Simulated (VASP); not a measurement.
# CdO (Fm-3m) in VASP: a series of runs

CdO is run at these levels: PBE; tasks: single point.

Everything below comes from runs of VASP 6.6.1. Logs are shortened: lines on timing, memory, paths and dates and some standing lists are left out, and cuts for length are marked.

## Step 1: The cell of the first run

It takes space group Fm-3m (No. 225, cubic). The conventional cell has a = 4.722 Å, b = 4.722 Å, c = 4.722 Å, α = 90.00°, β = 90.00°, γ = 90.00°. Within 3.1 Å of Cd (site symmetry m-3m) lie 6 O at 2.36 Å. Within 3.1 Å of O (site symmetry m-3m) lie 6 Cd at 2.36 Å.

## Step 2: Single point, PBE

INCAR

```
PREC = Accurate ; ENCUT = 600
EDIFF = 1E-6 ; ISMEAR = -1
SIGMA = 0.06802846561497 ; LREAL = F
LASPH = T ; NELM = 120
ALGO = Normal ; ISIF = 2
LWAVE = F ; LCHARG = F
GGA = PE ; NBANDS = 16
GGA_COMPAT = F
```

KPOINTS

```
regular mesh
0
Gamma
  4 4 4
```

POSCAR

```
CdO
1.0
    0.0000000000      2.3609927699      2.3609927699
    2.3609927699      0.0000000000      2.3609927699
    2.3609927699      2.3609927699      0.0000000000
Cd O
1 1
Direct
    0.0000000000      0.0000000000      0.0000000000
    0.5000000000      0.5000000000      0.5000000000
```

Potentials or basis: VASP PAW PBE potentials, release 64 (Cd, O).

The run is started by

```bash
cat potpaw_PBE.64/Cd/POTCAR potpaw_PBE.64/O/POTCAR > POTCAR
mpirun -np 1 vasp_std > vasp.out
```

OUTCAR:

```text
PREC = Accurate
   ENCUT = 600
   EDIFF = 1E-6
   ISMEAR = -1
   LREAL = F
   LASPH = T
   NELM = 120
   ISIF = 2
   GGA = PE

 ion  position               nearest neighbor table
   1  0.000  0.000  0.000-   2 2.36   2 2.36   2 2.36   2 2.36   2 2.36   2 2.36
   2  0.500  0.500  0.500-   1 2.36   1 2.36   1 2.36   1 2.36   1 2.36   1 2.36

  LATTYP: Found a face centered cubic cell.
 ALAT       =     4.7219855398

  Lattice vectors:

 A1 = (   0.0000000000,   2.3609927699,   2.3609927699)
 A2 = (   2.3609927699,   0.0000000000,   2.3609927699)
 A3 = (   2.3609927699,   2.3609927699,   0.0000000000)

Analysis of symmetry for initial positions (statically):
=====================================================================
 Subroutine PRICEL returns:
 Original cell was already a primitive cell.

 Routine SETGRP: Setting up the symmetry group for a
 face centered cubic supercell.

 Subroutine GETGRP returns: Found 48 space group operations
 (whereof 48 operations were pure point group operations)
 out of a pool of 48 trial point group operations.

The static configuration has the point symmetry O_h .

Analysis of symmetry for dynamics (positions and initial velocities):
=====================================================================
 Subroutine PRICEL returns:
 Original cell was already a primitive cell.

 Routine SETGRP: Setting up the symmetry group for a
 face centered cubic supercell.

 Subroutine GETGRP returns: Found 48 space group operations
 (whereof 48 operations were pure point group operations)
 out of a pool of 48 trial point group operations.

The dynamic configuration has the point symmetry O_h .

 Subroutine INISYM returns: Found 48 space group operations
 (whereof 48 operations are pure point group operations),
 and found     1 'primitive' translations

----------------------------------------------------------------------------------------

                                     Primitive cell

  volume of cell :      26.3217

  direct lattice vectors                    reciprocal lattice vectors
     0.000000000  2.360992770  2.360992770    -0.211775320  0.211775320  0.211775320
     2.360992770  0.000000000  2.360992770     0.211775320 -0.211775320  0.211775320
     2.360992770  2.360992770  0.000000000     0.211775320  0.211775320 -0.211775320

  length of vectors
     3.338947996  3.338947996  3.338947996     0.366805614  0.366805614  0.366805614

  position of ions in fractional coordinates (direct lattice)
     0.000000000  0.000000000  0.000000000
     0.500000000  0.500000000  0.500000000

  ion indices of the primitive-cell ions
   primitive index   ion index
                 1           1
                 2           2

----------------------------------------------------------------------------------------

 KPOINTS: regular mesh

Automatic generation of k-mesh.
 Grid dimensions read from file:
 generate k-points for:    4    4    4

 Generating k-lattice:

  Cartesian coordinates                     Fractional coordinates (reciprocal lattice)
    -0.052943830  0.052943830  0.052943830     0.250000000  0.000000000  0.000000000
     0.052943830 -0.052943830  0.052943830     0.000000000  0.250000000  0.000000000
     0.052943830  0.052943830 -0.052943830     0.000000000  0.000000000  0.250000000

  Length of vectors
     0.091701404  0.091701404  0.091701404

  Shift w.r.t. Gamma in fractional coordinates (k-lattice)
     0.000000000  0.000000000  0.000000000

 Subroutine IBZKPT returns following result:
 ===========================================

 Found      8 irreducible k-points:

 Following reciprocal coordinates:
            Coordinates               Weight
  0.000000  0.000000  0.000000      1.000000
  0.250000  0.000000  0.000000      8.000000
  0.500000  0.000000  0.000000      4.000000
  0.250000  0.250000  0.000000      6.000000
  0.500000  0.250000  0.000000     24.000000
 -0.250000  0.250000  0.000000     12.000000
  0.500000  0.500000  0.000000      3.000000
 -0.250000  0.500000  0.250000      6.000000
   k-points           NKPTS =      8   k-points in BZ     NKDIM =      8   number of bands    NBANDS=     16
   number of dos      NEDOS =    301   number of ions     NIONS =      2
   total plane-waves  NPLWV =  21952
   dimension x,y,z NGX =    28 NGY =   28 NGZ =   28
   dimension x,y,z NGXF=    56 NGYF=   56 NGZF=   56
   ions per type =               1   1
   NGX,Y,Z   is equivalent  to a cutoff of  13.94, 13.94, 13.94 a.u.
   NGXF,Y,Z  is equivalent  to a cutoff of  27.88, 27.88, 27.88 a.u.
 SYSTEM =  unknown system
   PREC   = accura    normal or accurate (medium, high low for compatibility)
   ISTART =      0    job   : 0-new  1-cont  2-samecut
   ICHARG =      2    charge: 1-file 2-atom 10-const
   ISPIN  =      1    spin polarized calculation?
   LNONCOLLINEAR =      F non collinear calculations
   LSORBIT =      F    spin-orbit coupling
   LASPH  =      T    aspherical Exc in radial PAW
   ENCUT  =  600.0 eV  44.10 Ry    6.64 a.u.   6.67  6.67  6.67*2*pi/ulx,y,z
   NELM   =    120;   NELMIN=  2; NELMDL= -5     # of ELM steps
   EDIFF  = 0.1E-05   stopping-criterion for ELM
   LREAL  =      F    real-space projection
   EDIFFG = 0.1E-04   stopping-criterion for IOM
   NSW    =      0    number of steps for IOM
   IBRION =     -1    ionic relax: 0-MD 1-quasi-New 2-CG
   NFREE  =      0    steps in history (QN), initial steepest desc. (CG)
   ISIF   =      2    stress and relaxation
   ISYM   =      2    0-nonsym 1-usesym 2-fastsym
   POTIM  = 0.5000    time-step for ionic-motion
   TEBEG  =    0.0;   TEEND  =   0.0 temperature during run
   PSTRESS=    0.0 pullay stress
   NELECT =      18.0000    total number of electrons
   NUPDOWN=      -1.0000    fix difference up-down
   EMIN   =  10.00;   EMAX   =-10.00  energy-range for DOS
   EFERMI =   0.00;   METHOD = LEGACY
   ISMEAR =    -1;   SIGMA  =   0.07  broadening in eV -4-tet -1-fermi 0-gaus
   EFERMI_NEDOS =   21; number of points for ismear=-14 and -15
   IALGO  =     38    algorithm
   IMIX   =      4    mixing-type and parameters
     AMIX     =   0.40;   BMIX     =  1.00
     AMIX_MAG =   1.60;   BMIX_MAG =  1.00
  volume/ion in A,a.u.               =      13.16        88.81
  Fermi-wavevector in a.u.,A,eV,Ry     =   1.442318  2.725586 28.303942  2.080281
  Thomas-Fermi vector in A             =   2.560852
   LORBIT       =      0    0 simple, 1 ext, 2 COOP (PROOUT), +10 PAW based schemes
   GGA     = PE    functional components
   LHFCALC =     F    Hartree Fock is set to
   AEXX    =    0.0000 exact exchange contribution
   IVDW    =     0    specifies the selected vdW correction
   LEPSILON=     F    determine dielectric tensor
   LRPA    =     F    only Hartree local field effects (RPA)
 non-spin polarized calculation
  energy-cutoff  :      600.00
  volume of cell :       26.32
 maximum number of plane-waves:       893
 NGX is ok and might be reduce to    28
   NGX = 13   NGY = 13   NGZ = 13

 number of electron      17.9999999 magnetization

 Free energy of the ion-electron system (eV)
  ---------------------------------------------------
  ext. energy  EPLUGINS =         0.00000000
  ---------------------------------------------------
  free energy    TOTEN  =        -7.69794467 eV

  energy without entropy =       -7.69004571  energy(sigma->0) =       -7.69399519

 E-fermi :   2.0518     XC(G=0): -11.6183

 val. band max:        1.8968754475   @ k =   0.5000   0.0000   0.0000
 cond. band min:       4.4834397344   @ k =   0.2500   0.0000   0.0000
 fundamental gap:      2.5865642868
 Fermi energy:         2.0517858646

 k-point     1 :       0.0000    0.0000    0.0000
  band No.  band energies     occupation
      1     -15.3610      2.00000
      2      -4.7883      2.00000
      3      -4.7883      2.00000
      4      -4.7883      2.00000
      5      -4.4926      2.00000
      6      -4.4926      2.00000
[... 8 lines left out ...]
     15      19.8769      0.00000
     16      19.8769      0.00000

 k-point     2 :       0.2500    0.0000    0.0000
  band No.  band energies     occupation
      1     -14.9979      2.00000
      2      -5.0957      2.00000
      3      -4.9927      2.00000
      4      -4.9927      2.00000
      5      -4.4918      2.00000
      6      -4.4918      2.00000
[... 8 lines left out ...]
     15      21.2958      0.00000
     16      21.2958      0.00000

 k-point     3 :       0.5000    0.0000    0.0000
  band No.  band energies     occupation
      1     -14.5937      2.00000
      2      -5.6846      2.00000
      3      -5.3503      2.00000
      4      -5.3503      2.00000
      5      -4.2540      2.00000
      6      -4.2540      2.00000
[... 8 lines left out ...]
     15      23.0100      0.00000
     16      23.7620      0.00000

 k-point     4 :       0.2500    0.2500    0.0000
  band No.  band energies     occupation
      1     -14.9622      2.00000
      2      -5.0974      2.00000
      3      -5.0119      2.00000
      4      -4.5461      2.00000
      5      -4.5461      2.00000
      6      -4.3650      2.00000
[... 8 lines left out ...]
     15      25.1052      0.00000
     16      25.8130      0.00000

 k-point     5 :       0.5000    0.2500    0.0000
  band No.  band energies     occupation
      1     -14.6680      2.00000
      2      -5.2106      2.00000
      3      -4.9407      2.00000
      4      -4.8737      2.00000
      5      -4.3162      2.00000
      6      -4.1976      2.00000
[... 8 lines left out ...]
     15      24.3224      0.00000
     16      25.2317      0.00000

 k-point     6 :      -0.2500    0.2500    0.0000
  band No.  band energies     occupation
      1     -14.7008      2.00000
      2      -5.3465      2.00000
      3      -5.1753      2.00000
      4      -4.9634      2.00000
      5      -4.4343      2.00000
      6      -4.1831      2.00000
[... 8 lines left out ...]
     15      21.4221      0.00000
     16      22.6404      0.00000

 k-point     7 :       0.5000    0.5000    0.0000
  band No.  band energies     occupation
      1     -14.7368      2.00000
      2      -5.2298      2.00000
      3      -4.2350      2.00000
      4      -4.1207      2.00000
      5      -4.1207      2.00000
      6      -3.8271      2.00000
[... 8 lines left out ...]
     15      24.7611      0.00000
     16      27.6824      0.00000

 k-point     8 :      -0.2500    0.5000    0.2500
  band No.  band energies     occupation
      1     -14.6379      2.00000
      2      -4.9577      2.00000
      3      -4.9023      2.00000
      4      -4.9023      2.00000
      5      -4.1205      2.00000
      6      -3.9261      2.00000
[... 8 lines left out ...]
     15      20.5347      0.00000
     16      27.3513      0.00000

------------------------ aborting loop because EDIFF is reached ----------------------------------------

  FORCE on cell =-STRESS in cart. coord.  units (eV):
  Direction    XX          YY          ZZ          XY          YZ          ZX
  --------------------------------------------------------------------------------------
  -------------------------------------------------------------------------------------
  Total        0.8823673      0.8823673      0.8823673      0.0000000      0.0000000     -0.0000000
  in kB       53.7088681     53.7088681     53.7088681      0.0000000      0.0000000     -0.0000000
  external PRESSURE =      53.7088681 kB  Pullay stress =       0.0000000 kB

 VOLUME and BASIS-vectors are now :
 -----------------------------------------------------------------------------
  energy-cutoff  :      600.00
  volume of cell :       26.32
      direct lattice vectors                 reciprocal lattice vectors
     0.000000000  2.360992770  2.360992770    -0.211775320  0.211775320  0.211775320
     2.360992770  0.000000000  2.360992770     0.211775320 -0.211775320  0.211775320
     2.360992770  2.360992770  0.000000000     0.211775320  0.211775320 -0.211775320

 POSITION                                       TOTAL-FORCE (eV/Angst)
 -----------------------------------------------------------------------------------
      0.00000      0.00000      0.00000         0.000000     -0.000000     -0.000000
      2.36099      2.36099      2.36099        -0.000000      0.000000      0.000000
 -----------------------------------------------------------------------------------
    total drift:                                0.000000      0.000000      0.000000

  FREE ENERGIE OF THE ION-ELECTRON SYSTEM (eV)
  ---------------------------------------------------
  free  energy   TOTEN  =        -7.6979446738 eV

  energy  without entropy=       -7.6900457071  energy(sigma->0) =       -7.69399519
```

Wall time 4 s (1 thread of Intel Xeon 6975P-C (Granite Rapids), shared host); peak memory 0.15 GiB.

Results:

```
Free energy            : -7.6979 eV
Pressure               : 5.4 GPa
Band gap on the k mesh : zero (band 9 reaches 1.90 eV, above the bottom of band 10 at 1.44 eV)
```

Levels at points of the mesh, in eV from the Fermi level:
```tsv
k point	band 5	band 6	band 7	band 8	band 9	band 10	band 11	band 12	band 13	band 14
(0.00, 0.00, 0.00)	-6.54	-6.54	-1.43	-1.43	-1.43	-0.61	14.82	16.78	16.78	16.78
(0.50, 0.00, 0.00)	-6.31	-6.31	-3.93	-0.15	-0.15	4.29	7.06	11.73	11.73	17.46
(0.50, 0.50, 0.00)	-6.17	-5.88	-4.38	-2.38	-2.38	3.67	8.34	11.01	13.08	13.08
```

Caveat: the k points lie up to 0.58 Å⁻¹ apart.

## Step 3: Single point, PBE

INCAR

```
PREC = Accurate
ENCUT = 600
EDIFF = 1E-6
ISMEAR = 0
SIGMA = 0.1
LREAL = F
LASPH = T
NELM = 120
ALGO = Normal
ISIF = 2
LWAVE = F
LCHARG = T
GGA = PE
LELF = T
LVHAR = T
NBANDS = 16
GGA_COMPAT = F
```

KPOINTS

```
regular mesh
0
Gamma
  5 5 5
```

POSCAR is that of step 2.

Potentials or basis: VASP PAW PBE potentials, release 64 (Cd, O).

The run is started by

```bash
cat potpaw_PBE.64/Cd/POTCAR potpaw_PBE.64/O/POTCAR > POTCAR
mpirun -np 1 vasp_std > vasp.out
```

Run time: 4.6 s. Hardware: 1 thread of Intel Xeon 6975P-C (Granite Rapids), shared host; peak memory 0.14 GiB.

Results (log left out):

| Item | Value |
| --- | --- |
| Free energy | -7.7104 eV |
| Pressure | 5.2 GPa |
| Band gap on the k mesh | zero (band 9 reaches 1.78 eV, above the bottom of band 10 at 1.44 eV) |

Levels at points of the mesh, in eV from the Fermi level:
```csv
k point,band 7,band 8,band 9,band 10,band 11,band 12
"(0.00, 0.00, 0.00)",-1.28,-1.28,-1.28,-0.46,14.97,16.93
```

Caveat: the k points lie up to 0.46 Å⁻¹ apart.

## Step 4: Single point, PBE

This run uses another cell than the first one, of 11.78 Å³/atom, 0.895 times its volume.

INCAR

```
ALGO = Normal ; EDIFF = 1E-6
ENCUT = 600 ; GGA = PE
GGA_COMPAT = False ; ISIF = 2
ISMEAR = -4 ; LASPH = True
LCHARG = False ; LREAL = False
LWAVE = False ; NBANDS = 16
NELM = 120 ; PREC = Accurate
SIGMA = 0.1
```

KPOINTS

```
k-points
0
Gamma
  6 6 6
```

POSCAR

```
CdO
1.0
    0.0000000000      2.2752842938      2.2752842938
    2.2752842938      0.0000000000      2.2752842938
    2.2752842938      2.2752842938      0.0000000000
Cd O
1 1
Direct
    0.0000000000      0.0000000000      0.0000000000
    0.5000000000      0.5000000000      0.5000000000
```

The run is started by

```bash
cat potpaw_PBE.64/Cd/POTCAR potpaw_PBE.64/O/POTCAR > POTCAR
mpirun -np 1 vasp_std > vasp.out
```

It took 5.2 s on 1 thread of Intel Xeon 6975P-C (Granite Rapids), shared host; peak memory 0.15 GiB.

Results (log left out):

```
Free energy            : -7.4481 eV
Pressure               : 26.6 GPa
Band gap on the k mesh : zero (band 9 reaches 3.04 eV, above the bottom of band 10 at 2.79 eV)
```

Levels at points of the mesh, in eV from the Fermi level:
| k point | band 7 | band 8 | band 9 | band 10 | band 11 | band 12 |
| --- | --- | --- | --- | --- | --- | --- |
| (0.00, 0.00, 0.00) | -1.72 | -1.72 | -1.72 | -0.22 | 15.10 | 17.72 |
| (0.50, 0.00, 0.00) | -4.03 | 0.02 | 0.02 | 4.48 | 8.02 | 12.44 |
| (0.50, 0.50, 0.00) | -5.07 | -2.81 | -2.81 | 4.31 | 8.97 | 11.58 |

Caveat: the k points lie up to 0.40 Å⁻¹ apart.

## Step 5: Single point, PBE

INCAR

```
SYSTEM = CdO
PREC = Accurate
ENCUT = 600
EDIFF = 1E-6
ISMEAR = 0
SIGMA = 0.1
LREAL = .FALSE.
LASPH = .TRUE.
NELM = 120
ALGO = Normal
ISIF = 2
LWAVE = .FALSE.
LCHARG = .FALSE.
GGA = PE
NBANDS = 16
NELECT = 19.0
GGA_COMPAT = .FALSE.
```

KPOINTS

```
Automatic mesh
0
G
  6 6 6
  0 0 0
```

POSCAR

```
CdO
1.0
    0.0000000000      2.3609927699      2.3609927699
    2.3609927699      0.0000000000      2.3609927699
    2.3609927699      2.3609927699      0.0000000000
Cd O
1 1
Direct
    0.0000000000      0.0000000000      0.0000000000
    0.5000000000      0.5000000000      0.5000000000
```

The run is started by

```bash
cat potpaw_PBE.64/Cd/POTCAR potpaw_PBE.64/O/POTCAR > POTCAR
mpirun -np 1 vasp_std > vasp.out
```

It took 5.9 s on 1 thread of Intel Xeon 6975P-C (Granite Rapids), shared host; peak memory 0.15 GiB.

Results (log left out):

| Property | Result |
| --- | --- |
| Free energy | -2.1412 eV |

Levels at points of the mesh, in eV from the Fermi level:
```csv
k point,band 6,band 7,band 8,band 9,band 10,band 11,band 12,band 13,band 14,band 15
"(0.00, 0.00, 0.00)",-11.35,-5.75,-5.75,-5.75,-5.62,9.20,11.55,11.55,11.55,12.82
"(0.50, 0.00, 0.00)",-11.10,-8.63,-4.48,-4.48,-0.96,2.50,6.58,6.58,12.11,15.75
"(0.50, 0.50, 0.00)",-10.62,-9.12,-6.84,-6.84,-1.35,3.56,5.65,8.17,8.17,17.74
```

Caveat: the k points lie up to 0.38 Å⁻¹ apart; the cell carries a net charge on a neutralising background, which shifts energy and pressure; the cell is charged against a uniform background, so pressure and absolute levels hang on convention; an odd number of electrons without spin polarisation forces a metal; a magnetic or distorted state may lie lower.

## Step 6: Overview

```csv
cell,k mesh,smearing,gap on the mesh (eV),pressure (GPa)
"a = 3.339 Å, angles 60.0°, 2 atoms",4 × 4 × 4,fermi-dirac 0.0680285 eV,none,5.4
"a = 3.339 Å, angles 60.0°, 2 atoms",5 × 5 × 5,gaussian 0.1 eV,none,5.2
"a = 3.218 Å, angles 60.0°, 2 atoms",6 × 6 × 6,tetrahedron,none,26.6
```

Alike in all rows: task single point; level PBE; potentials or basis VASP PAW PBE potentials, release 64 (Cd, O); no spin polarisation; cutoff (eV) 600.

Caveats: all runs use coarse meshes.

Total energies depend on the potentials used, so only differences within one code and one set of settings carry meaning.
